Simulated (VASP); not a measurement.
Here is a VASP 6.6.1 calculation.

File INCAR:

```
SYSTEM = BN
ALGO = Normal
EDIFF = 1E-6
ENCUT = 520
GGA = VW
ISIF = 2
ISMEAR = 1
LASPH = .TRUE.
LCHARG = .FALSE.
LREAL = .FALSE.
LWAVE = .FALSE.
NBANDS = 11
NELM = 80
PREC = Accurate
SIGMA = 0.025
```

File KPOINTS:

```
k-points
0
G
  10 10 10
  0 0 0
```

File POSCAR:

```
BN
1.0
    0.0000000000      1.8130010000      1.8130010000
    1.8130010000      0.0000000000      1.8130010000
    1.8130010000      1.8130010000      0.0000000000
N B
1 1
Direct
    0.2777682830      0.2355205044      0.2115841923
    0.0277677170     -0.0144795044     -0.0384151923
```

Potentials or basis: VASP PAW PBE potentials, release 64 (N, B).

Launch:

```bash
$ cat potpaw_PBE.64/N/POTCAR potpaw_PBE.64/B/POTCAR > POTCAR
$ mpirun -np 1 vasp_std > vasp.out
```

(1) What does it give for the pressure?

(2) Estimate the band gap on the k mesh.

Results:

(1) -13.5 GPa.

(2) 4.34 eV, indirect (least direct gap 8.66 eV).

Caveat: the cell differs from its parent crystal (atoms moved at random); the PAW data sets were made with another functional, which shifts forces and pressure a little.
